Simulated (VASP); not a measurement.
# SrCaCl3 (P4mm) in VASP: single point with r2SCAN

Aim: the single point of SrCaCl3 with r2SCAN.

All numbers are computed with VASP 6.6.1; they aren't measurements. Logs are shortened: lines on timing, memory, paths and dates and some standing lists are left out, and cuts for length are marked.

### 1 The cell of the first run

It takes space group P4mm (No. 99, tetragonal). Conventional cell: a = 5.422 Å, b = 5.422 Å, c = 5.453 Å, α = 90.00°, β = 90.00°, γ = 90.00°. Sr (site symmetry 4mm) has 12 Cl at 3.84 Å and 8 Ca at 4.67 to 4.74 Å within 5.0 Å. Within 3.3 Å of Ca (site symmetry 4mm) lie 6 Cl at 2.52 to 2.93 Å. Cl (site symmetry 4mm) has 2 Ca at 2.52 to 2.93 Å within 3.3 Å. Within 3.6 Å of Cl (site symmetry 2mm) lie 2 Ca at 2.71 Å.

### 2 Single point, r2SCAN

POSCAR reads:

```
SrCaCl3
1.0
    5.4224870000      0.0000000000      0.0000000000
    0.0000000000      5.4224870000      0.0000000000
    0.0000000000      0.0000000000      5.4525690000
Sr Ca Cl
1 1 3
Direct
    0.0000000000      0.0000000000      0.0000000000
    0.5000000000      0.5000000000      0.5120000000
    0.5000000000      0.5000000000      0.9740000000
    0.0000000000      0.5000000000      0.5000000000
    0.5000000000      0.0000000000      0.5000000000
```

INCAR.step1 reads:

```
SYSTEM = SrCaCl3
PREC = Accurate
ENCUT = 520
ISMEAR = 1
SIGMA = 0.0117
LREAL = .FALSE.
LASPH = .TRUE.
NELM = 80
NBANDS = 28
GGA = PE
ALGO = Normal
EDIFF = 1E-4
LWAVE = .TRUE.
LCHARG = .FALSE.
```

INCAR.step2 reads:

```
SYSTEM = SrCaCl3
PREC = Accurate
ENCUT = 520
EDIFF = 1E-7
ISMEAR = 1
SIGMA = 0.0117
LREAL = .FALSE.
LASPH = .TRUE.
NELM = 80
ALGO = Normal
ISIF = 2
LWAVE = .FALSE.
LCHARG = .FALSE.
METAGGA = R2SCAN
LMIXTAU = .TRUE.
NBANDS = 28
ISTART = 1
```

KPOINTS reads:

```
regular mesh
0
G
  5 5 5
  0 0 0
```

Potentials or basis: VASP PAW PBE potentials, release 64 (Sr_sv, Ca_sv, Cl).

Launch:

```console
cat potpaw_PBE.64/Sr_sv/POTCAR potpaw_PBE.64/Ca_sv/POTCAR potpaw_PBE.64/Cl/POTCAR > POTCAR
cp INCAR.step1 INCAR
mpirun -np 1 vasp_std > vasp.out
cp INCAR.step2 INCAR
mpirun -np 1 vasp_std > vasp.out
```

OUTCAR:

```text
SYSTEM = SrCaCl3
   PREC = Accurate
   ENCUT = 520
   EDIFF = 1E-7
   ISMEAR = 1
   LREAL = .FALSE.
   LASPH = .TRUE.
   NELM = 80
   ISIF = 2
   METAGGA = R2SCAN
   ISTART = 1

 ion  position               nearest neighbor table
   1  0.000  0.000  0.000-   3 3.84   3 3.84   3 3.84   3 3.84   5 3.84   4 3.84   4 3.84   4 3.84
                             5 3.84   5 3.84   5 3.84   4 3.84
   2  0.500  0.500  0.512-   3 2.52   4 2.71   5 2.71   5 2.71   4 2.71
   3  0.500  0.500  0.974-   2 2.52   1 3.84   1 3.84   1 3.84   1 3.84
   4  0.000  0.500  0.500-   2 2.71   2 2.71   1 3.84   1 3.84   1 3.84   1 3.84
   5  0.500  0.000  0.500-   2 2.71   2 2.71   1 3.84   1 3.84   1 3.84   1 3.84

  LATTYP: Found a simple tetragonal cell.
 ALAT       =     5.4224870000
 C/A-ratio  =     1.0055476389

  Lattice vectors:

 A1 = (   5.4224870000,   0.0000000000,   0.0000000000)
 A2 = (   0.0000000000,   5.4224870000,   0.0000000000)
 A3 = (   0.0000000000,   0.0000000000,   5.4525690000)

Analysis of symmetry for initial positions (statically):
=====================================================================
 Subroutine PRICEL returns:
 Original cell was already a primitive cell.

 Routine SETGRP: Setting up the symmetry group for a
 simple tetragonal supercell.

 Subroutine GETGRP returns: Found  8 space group operations
 (whereof  8 operations were pure point group operations)
 out of a pool of 16 trial point group operations.

The static configuration has the point symmetry C_4v.

Analysis of symmetry for dynamics (positions and initial velocities):
=====================================================================
 Subroutine PRICEL returns:
 Original cell was already a primitive cell.

 Routine SETGRP: Setting up the symmetry group for a
 simple tetragonal supercell.

 Subroutine GETGRP returns: Found  8 space group operations
 (whereof  8 operations were pure point group operations)
 out of a pool of 16 trial point group operations.

The dynamic configuration has the point symmetry C_4v.

 Subroutine INISYM returns: Found  8 space group operations
 (whereof  8 operations are pure point group operations),
 and found     1 'primitive' translations

----------------------------------------------------------------------------------------

                                     Primitive cell

  volume of cell :     160.3239

  direct lattice vectors                    reciprocal lattice vectors
     5.422487000  0.000000000  0.000000000     0.184417224  0.000000000  0.000000000
     0.000000000  5.422487000  0.000000000     0.000000000  0.184417224  0.000000000
     0.000000000  0.000000000  5.452569000     0.000000000  0.000000000  0.183399788

  length of vectors
     5.422487000  5.422487000  5.452569000     0.184417224  0.184417224  0.183399788

  position of ions in fractional coordinates (direct lattice)
     0.000000000  0.000000000  0.000000000
     0.500000000  0.500000000  0.512000000
     0.500000000  0.500000000  0.974000000
     0.000000000  0.500000000  0.500000000
     0.500000000  0.000000000  0.500000000

  ion indices of the primitive-cell ions
   primitive index   ion index
                 1           1
                 2           2
                 3           3
                 4           4
                 5           5

----------------------------------------------------------------------------------------

 KPOINTS: regular mesh

Automatic generation of k-mesh.
 Grid dimensions read from file:
 generate k-points for:    5    5    5

 Generating k-lattice:

  Cartesian coordinates                     Fractional coordinates (reciprocal lattice)
     0.036883445  0.000000000  0.000000000     0.200000000  0.000000000  0.000000000
     0.000000000  0.036883445  0.000000000     0.000000000  0.200000000  0.000000000
     0.000000000  0.000000000  0.036679958     0.000000000  0.000000000  0.200000000

  Length of vectors
     0.036883445  0.036883445  0.036679958

  Shift w.r.t. Gamma in fractional coordinates (k-lattice)
     0.000000000  0.000000000  0.000000000

 Subroutine IBZKPT returns following result:
 ===========================================

 Found     18 irreducible k-points:

 Following reciprocal coordinates:
            Coordinates               Weight
  0.000000  0.000000  0.000000      1.000000
  0.200000  0.000000  0.000000      4.000000
  0.400000  0.000000  0.000000      4.000000
  0.200000  0.200000  0.000000      4.000000
  0.400000  0.200000  0.000000      8.000000
  0.400000  0.400000  0.000000      4.000000
[... 10 lines left out ...]
  0.400000  0.200000  0.400000     16.000000
  0.400000  0.400000  0.400000      8.000000
   k-points           NKPTS =     18   k-points in BZ     NKDIM =     18   number of bands    NBANDS=     28
   number of dos      NEDOS =    301   number of ions     NIONS =      5
   total plane-waves  NPLWV =  67200
   dimension x,y,z NGX =    40 NGY =   40 NGZ =   42
   dimension x,y,z NGXF=    80 NGYF=   80 NGZF=   84
   ions per type =               1   1   3
   NGX,Y,Z   is equivalent  to a cutoff of  12.26, 12.26, 12.81 a.u.
   NGXF,Y,Z  is equivalent  to a cutoff of  24.53, 24.53, 25.61 a.u.
 SYSTEM =  SrCaCl3
   PREC   = accura    normal or accurate (medium, high low for compatibility)
   ISTART =      1    job   : 0-new  1-cont  2-samecut
   ICHARG =      0    charge: 1-file 2-atom 10-const
   ISPIN  =      1    spin polarized calculation?
   LNONCOLLINEAR =      F non collinear calculations
   LSORBIT =      F    spin-orbit coupling
   LASPH  =      T    aspherical Exc in radial PAW
   ENCUT  =  520.0 eV  38.22 Ry    6.18 a.u.  10.08 10.08 10.14*2*pi/ulx,y,z
   NELM   =     80;   NELMIN=  2; NELMDL=  0     # of ELM steps
   EDIFF  = 0.1E-06   stopping-criterion for ELM
   LREAL  =      F    real-space projection
   EDIFFG = 0.1E-05   stopping-criterion for IOM
   NSW    =      0    number of steps for IOM
   IBRION =     -1    ionic relax: 0-MD 1-quasi-New 2-CG
   NFREE  =      0    steps in history (QN), initial steepest desc. (CG)
   ISIF   =      2    stress and relaxation
   ISYM   =      2    0-nonsym 1-usesym 2-fastsym
   POTIM  = 0.5000    time-step for ionic-motion
   TEBEG  =    0.0;   TEEND  =   0.0 temperature during run
   PSTRESS=    0.0 pullay stress
   NELECT =      41.0000    total number of electrons
   NUPDOWN=      -1.0000    fix difference up-down
   EMIN   =  10.00;   EMAX   =-10.00  energy-range for DOS
   EFERMI =   0.00;   METHOD = LEGACY
   ISMEAR =     1;   SIGMA  =   0.01  broadening in eV -4-tet -1-fermi 0-gaus
   EFERMI_NEDOS =   21; number of points for ismear=-14 and -15
   IALGO  =     38    algorithm
   IMIX   =      4    mixing-type and parameters
     AMIX     =   0.40;   BMIX     =  1.00
     AMIX_MAG =   1.60;   BMIX_MAG =  1.00
  volume/ion in A,a.u.               =      32.06       216.38
  Fermi-wavevector in a.u.,A,eV,Ry     =   1.039130  1.963672 14.691462  1.079792
  Thomas-Fermi vector in A             =   2.173647
   LORBIT       =      0    0 simple, 1 ext, 2 COOP (PROOUT), +10 PAW based schemes
   METAGGA = R2SCAN    functional components
   LHFCALC =     F    Hartree Fock is set to
   AEXX    =    0.0000 exact exchange contribution
   IVDW    =     0    specifies the selected vdW correction
   LEPSILON=     F    determine dielectric tensor
   LRPA    =     F    only Hartree local field effects (RPA)
 non-spin polarized calculation
 Methfessel and Paxton  Order N= 1 SIGMA  =   0.01
  energy-cutoff  :      520.00
  volume of cell :      160.32
 maximum number of plane-waves:      4361
   NGX = 21   NGY = 21   NGZ = 21

 number of electron      41.0000007 magnetization

 Free energy of the ion-electron system (eV)
  ---------------------------------------------------
  ext. energy  EPLUGINS =         0.00000000
  ---------------------------------------------------
  free energy    TOTEN  =       -50.71307610 eV

  energy without entropy =      -50.71298794  energy(sigma->0) =      -50.71304671

 E-fermi :   4.6676     XC(G=0):  -8.2958

 val. band max:        4.6633168305   @ k =   0.4000   0.2000   0.0000
 cond. band min:       4.7094924916   @ k =   0.0000   0.0000   0.0000
 fundamental gap:      0.0461756611
 Fermi energy:         4.6675551224

 k-point     1 :       0.0000    0.0000    0.0000
  band No.  band energies     occupation
      1     -40.6127      2.00000
      2     -35.9253      2.00000
      3     -20.8225      2.00000
      4     -20.7818      2.00000
      5     -20.7818      2.00000
      6     -17.2164      2.00000
[... 20 lines left out ...]
     27       6.5005      0.00000
     28       6.5042      0.00000

 k-point     2 :       0.2000    0.0000    0.0000
  band No.  band energies     occupation
      1     -40.6126      2.00000
      2     -35.9252      2.00000
      3     -20.8223      2.00000
      4     -20.7951      2.00000
      5     -20.7817      2.00000
      6     -17.2162      2.00000
[... 20 lines left out ...]
     27       6.3053      0.00000
     28       6.5885      0.00000

 k-point     3 :       0.4000    0.0000    0.0000
  band No.  band energies     occupation
      1     -40.6125      2.00000
      2     -35.9252      2.00000
      3     -20.8221      2.00000
      4     -20.8164      2.00000
      5     -20.7815      2.00000
      6     -17.2224      2.00000
[... 20 lines left out ...]
     27       5.9124      0.00000
     28       6.5045      0.00000

 k-point     4 :       0.2000    0.2000    0.0000
  band No.  band energies     occupation
      1     -40.6125      2.00000
      2     -35.9252      2.00000
      3     -20.8222      2.00000
      4     -20.7950      2.00000
      5     -20.7949      2.00000
      6     -17.2161      2.00000
[... 392 lines left out ...]
     27       6.3913      0.00000
     28       6.5480      0.00000

 k-point    17 :       0.4000    0.2000    0.4000
  band No.  band energies     occupation
      1     -40.6122      2.00000
      2     -35.9251      2.00000
      3     -20.8534      2.00000
      4     -20.8159      2.00000
      5     -20.7944      2.00000
      6     -17.2222      2.00000
[... 20 lines left out ...]
     27       6.6055      0.00000
     28       6.7190      0.00000

 k-point    18 :       0.4000    0.4000    0.4000
  band No.  band energies     occupation
      1     -40.6121      2.00000
      2     -35.9250      2.00000
      3     -20.8531      2.00000
      4     -20.8156      2.00000
      5     -20.8156      2.00000
      6     -17.2207      2.00000
[... 20 lines left out ...]
     27       6.9594      0.00000
     28       6.9676      0.00000

------------------------ aborting loop because EDIFF is reached ----------------------------------------

  FORCE on cell =-STRESS in cart. coord.  units (eV):
  Direction    XX          YY          ZZ          XY          YZ          ZX
  --------------------------------------------------------------------------------------
  -------------------------------------------------------------------------------------
  Total       -0.2625160     -0.2625160      0.8226759      0.0000000      0.0000000      0.0000000
  in kB       -2.6234224     -2.6234224      8.2213123      0.0000000      0.0000000      0.0000000
  external PRESSURE =       0.9914892 kB  Pullay stress =       0.0000000 kB

 VOLUME and BASIS-vectors are now :
 -----------------------------------------------------------------------------
  energy-cutoff  :      520.00
  volume of cell :      160.32
      direct lattice vectors                 reciprocal lattice vectors
     5.422487000  0.000000000  0.000000000     0.184417224  0.000000000  0.000000000
     0.000000000  5.422487000  0.000000000     0.000000000  0.184417224  0.000000000
     0.000000000  0.000000000  5.452569000     0.000000000  0.000000000  0.183399788

 POSITION                                       TOTAL-FORCE (eV/Angst)
 -----------------------------------------------------------------------------------
      0.00000      0.00000      0.00000         0.000000     -0.000000     -0.020546
      2.71124      2.71124      2.79172         0.000000      0.000000     -1.008079
      2.71124      2.71124      5.31080         0.000000      0.000000      1.173941
      0.00000      2.71124      2.72628         0.000000     -0.000000     -0.072658
      2.71124      0.00000      2.72628         0.000000     -0.000000     -0.072658
 -----------------------------------------------------------------------------------
    total drift:                                0.000000      0.000000      0.001843

  FREE ENERGIE OF THE ION-ELECTRON SYSTEM (eV)
  ---------------------------------------------------
  free  energy   TOTEN  =       -50.7130760971 eV

  energy  without entropy=      -50.7129879367  energy(sigma->0) =      -50.71304671
```

It took 3 min on 1 thread of Intel Xeon Platinum 8375C at 2.90GHz (Ice Lake), shared host; peak memory 0.32 GiB.

What came out:

```yaml
Free_energy: -50.7131 eV
Pressure: 0.1 GPa
Largest_force: 1.174 eV/Å
Band_gap_on_the_k_mesh: zero (an odd number of electrons rules out a gap without spin polarisation)
```

Forces in eV/Å, atoms in the order of the input:
```
Sr   0.000  0.000 -0.021
Ca   0.000  0.000 -1.008
Cl   0.000  0.000  1.174
Cl   0.000  0.000 -0.073
Cl   0.000  0.000 -0.073
```

Levels at points of the mesh, in eV from the Fermi level:
```tsv
k point	band 17	band 18	band 19	band 20	band 21	band 22	band 23	band 24	band 25	band 26
(0.00, 0.00, 0.00)	-6.35	-6.14	-6.12	-6.12	-1.59	0.04	0.06	0.11	0.13	0.13
```

Caveat: the PAW data sets were made with another functional, which shifts forces and pressure a little; an odd number of electrons without spin polarisation forces a metal; a magnetic or distorted state may lie lower.

The gap in the log of VASP goes by the Fermi energy; the results here count the filled bands.